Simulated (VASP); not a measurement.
# FeO (Wuestite) (R-3m) in VASP: single point with LDA

Aim: the single point of FeO (Wuestite) with LDA.

Program: VASP 6.6.1. These are calculated values, not measurements. Logs are shortened: lines on timing, memory, paths and dates and some standing lists are left out, and cuts for length are marked.

### Step 1. The cell of the first run

The structure is trigonal, space group R-3m (No. 166). Conventional cell: a = 3.038 Å, b = 3.038 Å, c = 7.559 Å, α = 90.00°, β = 90.00°, γ = 120.00°. Fe (site symmetry -3m) has 6 O at 2.16 Å within 2.9 Å. O (site symmetry -3m) has 6 Fe at 2.16 Å within 2.9 Å.

### Step 2. Single point, LDA, collinear spin, ferromagnetic start

INCAR reads:

```
SYSTEM = FeO
PREC = Accurate ; ENCUT = 600
EDIFF = 1E-6 ; ISMEAR = -1
SIGMA = 0.05 ; LREAL = .False.
LASPH = .True. ; NELM = 200
ALGO = Normal ; ISIF = 2
LWAVE = .False. ; LCHARG = .False.
ISPIN = 2 ; MAGMOM = 4.5 0
LORBIT = 11 ; LMAXMIX = 4
NBANDS = 18 ; GGA_COMPAT = .False.
```

KPOINTS reads:

```
regular mesh
0
Gamma
  7 7 7
  0 0 0
```

POSCAR reads:

```
FeO
1.0
    1.5188210000      0.8768920000      2.5195770000
   -1.5188210000      0.8768920000      2.5195770000
    0.0000000000     -1.7537830000      2.5195770000
Fe O
1 1
Direct
    0.0000000000      0.0000000000      0.0000000000
    0.5000000000      0.5000000000      0.5000000000
```

Potentials or basis: VASP PAW LDA potentials, release 64 (Fe, O).

Run with:

```console
$ cat potpaw_LDA.64/Fe/POTCAR potpaw_LDA.64/O/POTCAR > POTCAR
$ mpirun -np 1 vasp_std > vasp.out
```

OUTCAR:

```text
SYSTEM = FeO
   PREC = Accurate
   ENCUT = 600
   EDIFF = 1E-6
   ISMEAR = -1
   LREAL = .False.
   LASPH = .True.
   NELM = 200
   ISIF = 2
   ISPIN = 2
   LORBIT = 11

 ion  position               nearest neighbor table
   1  0.000  0.000  0.000-   2 2.16   2 2.16   2 2.16   2 2.16   2 2.16   2 2.16
   2  0.500  0.500  0.500-   1 2.16   1 2.16   1 2.16   1 2.16   1 2.16   1 2.16

  LATTYP: Found a trigonal (rhomboedric) cell.
 ALAT       =     3.0698574997
 COS(alpha) =     0.5104390588

  Lattice vectors:

 A1 = (   1.5188210000,   0.8768920000,   2.5195770000)
 A2 = (  -1.5188210000,   0.8768920000,   2.5195770000)
 A3 = (   0.0000000000,  -1.7537830000,   2.5195770000)

Analysis of symmetry for initial positions (statically):
=====================================================================
 Subroutine PRICEL returns:
 Original cell was already a primitive cell.

 Routine SETGRP: Setting up the symmetry group for a
 trigonal (rhombohedral) supercell.

 Subroutine GETGRP returns: Found 12 space group operations
 (whereof 12 operations were pure point group operations)
 out of a pool of 12 trial point group operations.

The static configuration has the point symmetry D_3d.

Analysis of symmetry for dynamics (positions and initial velocities):
=====================================================================
 Subroutine PRICEL returns:
 Original cell was already a primitive cell.

 Routine SETGRP: Setting up the symmetry group for a
 trigonal (rhombohedral) supercell.

 Subroutine GETGRP returns: Found 12 space group operations
 (whereof 12 operations were pure point group operations)
 out of a pool of 12 trial point group operations.

The dynamic configuration has the point symmetry D_3d.

Analysis of structural, dynamic, and magnetic symmetry:
=====================================================================
 Subroutine PRICEL returns:
 Original cell was already a primitive cell.

 Routine SETGRP: Setting up the symmetry group for a
 trigonal (rhombohedral) supercell.

 Subroutine GETGRP returns: Found 12 space group operations
 (whereof 12 operations were pure point group operations)
 out of a pool of 12 trial point group operations.

The overall configuration has the point symmetry D_3d.

 Subroutine INISYM returns: Found 12 space group operations
 (whereof 12 operations are pure point group operations),
 and found     1 'primitive' translations

----------------------------------------------------------------------------------------

                                     Primitive cell

  volume of cell :      20.1341
[... 106 lines left out ...]
   IALGO  =     38    algorithm
   IMIX   =      4    mixing-type and parameters
     AMIX     =   0.40;   BMIX     =  1.00
     AMIX_MAG =   1.60;   BMIX_MAG =  1.00
  volume/ion in A,a.u.               =      10.07        67.94
  Fermi-wavevector in a.u.,A,eV,Ry     =   1.450353  2.740770 28.620177  2.103524
  Thomas-Fermi vector in A             =   2.567975
   LORBIT       =     11    0 simple, 1 ext, 2 COOP (PROOUT), +10 PAW based schemes
   GGA     = CA    functional components
   LHFCALC =     F    Hartree Fock is set to
   AEXX    =    0.0000 exact exchange contribution
   IVDW    =     0    specifies the selected vdW correction
   LEPSILON=     F    determine dielectric tensor
   LRPA    =     F    only Hartree local field effects (RPA)
 spin polarized calculation
  energy-cutoff  :      600.00
  volume of cell :       20.13
 maximum number of plane-waves:       682
 NGX is ok and might be reduce to    28
   NGX = 13   NGY = 13   NGZ = 13

 number of electron      14.0000001 magnetization       3.9934162

 Free energy of the ion-electron system (eV)
  ---------------------------------------------------
  ext. energy  EPLUGINS =         0.00000000
  ---------------------------------------------------
  free energy    TOTEN  =       -16.40034188 eV

  energy without entropy =      -16.38915970  energy(sigma->0) =      -16.39475079

 E-fermi :   5.7292     XC(G=0): -12.5936

 val. band max:        5.7268560044   @ k =   0.2857   0.0000   0.0000
 cond. band min:       5.7344972829   @ k =   0.0000   0.0000   0.0000
 fundamental gap:      0.0076412784
 Fermi energy:         5.7291683724

 spin component 1

 k-point     1 :       0.0000    0.0000    0.0000
  band No.  band energies     occupation
      1     -14.5601      1.00000
      2       1.9807      1.00000
      3       2.0830      1.00000
      4       2.0830      1.00000
      5       2.0990      1.00000
      6       2.1617      1.00000
[... 493 lines left out ...]
     17      32.1520      0.00000
     18      34.3272      0.00000

 [... further k-points ...]

 spin component 2

 k-point     1 :       0.0000    0.0000    0.0000
  band No.  band energies     occupation
      1     -13.9902      1.00000
      2       2.5860      1.00000
      3       2.6899      1.00000
      4       2.6899      1.00000
      5       4.9564      1.00000
      6       5.0441      1.00000
[... 493 lines left out ...]
     17      32.8963      0.00000
     18      35.2644      0.00000

 [... further k-points ...]
[... 5 lines left out ...]
  --------------------------------------------------------------------------------------
  -------------------------------------------------------------------------------------
  Total       -2.0148382     -2.0148380     -2.1857499      0.0000000     -0.0000003      0.0000000
  in kB     -160.3316748   -160.3316578   -173.9320510      0.0000000     -0.0000230      0.0000000
  external PRESSURE =    -164.8651279 kB  Pullay stress =       0.0000000 kB

 VOLUME and BASIS-vectors are now :
 -----------------------------------------------------------------------------
  energy-cutoff  :      600.00
  volume of cell :       20.13
      direct lattice vectors                 reciprocal lattice vectors
     1.518821000  0.876892000  2.519577000     0.329202717  0.190065287  0.132297314
    -1.518821000  0.876892000  2.519577000    -0.329202717  0.190065287  0.132297314
     0.000000000 -1.753783000  2.519577000     0.000000000 -0.380130575  0.132297390

 POSITION                                       TOTAL-FORCE (eV/Angst)
 -----------------------------------------------------------------------------------
      0.00000      0.00000      0.00000        -0.000000      0.000000      0.000000
      0.00000      0.00000      3.77937         0.000000     -0.000000     -0.000000
 -----------------------------------------------------------------------------------
    total drift:                                0.000000     -0.000000      0.000000

  FREE ENERGIE OF THE ION-ELECTRON SYSTEM (eV)
  ---------------------------------------------------
  free  energy   TOTEN  =       -16.4003418783 eV

  energy  without entropy=      -16.3891597013  energy(sigma->0) =      -16.39475079

 total charge

# of ion       s       p       d       tot
------------------------------------------
    1        0.292   0.360   6.103   6.755
    2        1.541   3.408   0.000   4.949
--------------------------------------------------
tot          1.832   3.768   6.103  11.704

 magnetization (x)

# of ion       s       p       d       tot
------------------------------------------
    1        0.024   0.021   3.528   3.573
    2        0.030   0.284   0.000   0.314
--------------------------------------------------
tot          0.054   0.305   3.528   3.887
```

OSZICAR:

```text
N       E                     dE             d eps       ncg     rms          rms(c)
DAV:   1     0.743589071381E+02    0.74359E+02   -0.75681E+03  3424   0.105E+03
DAV:   2    -0.137956698611E+02   -0.88155E+02   -0.74767E+02  3282   0.221E+02
DAV:   3    -0.191565045965E+02   -0.53608E+01   -0.52609E+01  3682   0.581E+01
DAV:   4    -0.192029749471E+02   -0.46470E-01   -0.46443E-01  3924   0.501E+00
DAV:   5    -0.192033302912E+02   -0.35534E-03   -0.35532E-03  3868   0.457E-01    0.151E+01
DAV:   6    -0.173599501155E+02    0.18434E+01   -0.16635E+01  4268   0.579E+01    0.192E+01
DAV:   7    -0.164524323409E+02    0.90752E+00   -0.43187E+00  4178   0.391E+01    0.916E+00
DAV:   8    -0.164332272029E+02    0.19205E-01   -0.22269E-01  4138   0.542E+00    0.532E+00
DAV:   9    -0.164026616178E+02    0.30566E-01   -0.13361E-01  5262   0.623E+00    0.179E+00
DAV:  10    -0.164029317917E+02   -0.27017E-03   -0.19337E-02  4716   0.291E+00    0.522E-01
DAV:  11    -0.164002851189E+02    0.26467E-02   -0.11031E-02  4714   0.171E+00    0.898E-02
DAV:  12    -0.164003550011E+02   -0.69882E-04   -0.98987E-04  3440   0.230E-01    0.598E-02
DAV:  13    -0.164003450573E+02    0.99438E-05   -0.29962E-05  4236   0.518E-02    0.375E-02
DAV:  14    -0.164003466184E+02   -0.15611E-05   -0.44915E-05  4684   0.718E-02    0.199E-02
DAV:  15    -0.164003417942E+02    0.48241E-05   -0.11197E-05  4652   0.355E-02    0.653E-03
DAV:  16    -0.164003418783E+02   -0.84113E-07   -0.16882E-06  1834   0.203E-02
   1 F= -.16400342E+02 E0= -.16394751E+02  d E =-.111822E-01  mag=     3.9934
```

Wall time 58 s (1 thread of Intel Xeon 6455B, shared host); peak memory 0.17 GiB.

What came out:

- Free energy: -16.4003 eV
- Pressure: -16.5 GPa
- Band gap on the k mesh: zero (filled and empty bands overlap)
- Net moment: 3.99 μB per cell
- Site moments: Fe +3.57; O +0.31 μB
- Valence electrons inside the program's atomic spheres: Fe 6.75; O 4.95

Stress tensor (GPa, compression positive):
```
-16.03   0.00   0.00
  0.00 -16.03   0.00
  0.00   0.00 -17.39
```

Caveat: the k points lie up to 0.36 Å⁻¹ apart; a cell with one magnetic atom can't hold antiferromagnetic order, which such compounds often take; semilocal functionals often make such compounds metallic where correlation or magnetic order opens a gap, which also shifts bond lengths. With open d or f shells a metallic result of LDA can be an artefact of self-interaction; +U or a hybrid may open a gap.
